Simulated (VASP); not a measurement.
Crystal: MnHg.

```
Mn Hg
1.0
     3.31500    0.00000    0.00000
     0.00000    3.31500    0.00000
     0.00000    0.00000    3.31500
Mn Hg
1 1
Direct
  0.50000 0.50000 0.50000
  0.00000 0.00000 0.00000
```

Base run:

| Quantity | Value |
| --- | --- |
| Program | VASP 6.6.1 |
| Functional | PBE |
| Potentials or basis | VASP PAW PBE potentials, release 64 (Mn_pv, Hg) |
| Cutoff | 520 eV |
| k mesh | 11 × 11 × 11 |
| Occupations | fermi-dirac, width 0.08 eV |
| Spin | non-collinear spin, typed start, spin-orbit coupling |
| Starting moments | [[0.0, 0.0, 4.0], [0.0, 0.0, 0.0]] μB |

Its results: pressure 0.4 GPa.

The run is repeated on the same cell with these changes: spin from non-collinear spin, typed start, spin-orbit coupling to no spin polarisation; further incar settings from ALGO = Normal; EDIFF = 1e-06; NBANDS = 37 to ALGO = Normal; EDIFF = 1e-07; NBANDS = 20. What comes out?

Pressure -14.1 GPa.

Caveats: the cell stands under tension (at least some runs).
